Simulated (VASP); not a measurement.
Ti, 1 atom in the cell. The structure is tetragonal, space group I4/mmm (No. 139). Conventional cell: a = 2.986 Å, b = 2.986 Å, c = 4.385 Å, α = 90.00°, β = 90.00°, γ = 90.00°. Within 3.9 Å of Ti (site symmetry 4/mmm) lie 12 Ti at 2.99 to 3.04 Å.  This cell differs from its parent crystal: strain +0.040 along x and y, +0.080 along z.

- Program: VASP 6.6.1
- Task: single point
- Functional: r2SCAN
- Potentials or basis: VASP PAW PBE potentials, release 64 (Ti_sv)
- Cutoff: 520 eV
- k mesh: 20 × 20 × 20
- Occupations: gaussian, width 0.15 eV
- Spin: no spin polarisation
- Dipole correction: no
- Further INCAR settings: ALGO = Normal; EDIFF = 1e-06; NBANDS = 12

Potentials or basis: VASP PAW PBE potentials, release 64 (Ti_sv).

Run with:

```console
$ cat potpaw_PBE.64/Ti_sv/POTCAR > POTCAR
$ cp INCAR.step1 INCAR
$ mpirun -np 1 vasp_std > vasp.out
$ cp INCAR.step2 INCAR
$ mpirun -np 1 vasp_std > vasp.out
```

Hardware: 1 thread of Intel Xeon 8259CL, on a shared host.

Q: How long does it take, and how much memory?

A: Wall time 11 min on 1 thread of Intel Xeon 8259CL (shared host), peak memory 0.26 GiB. Counts: k points 641.
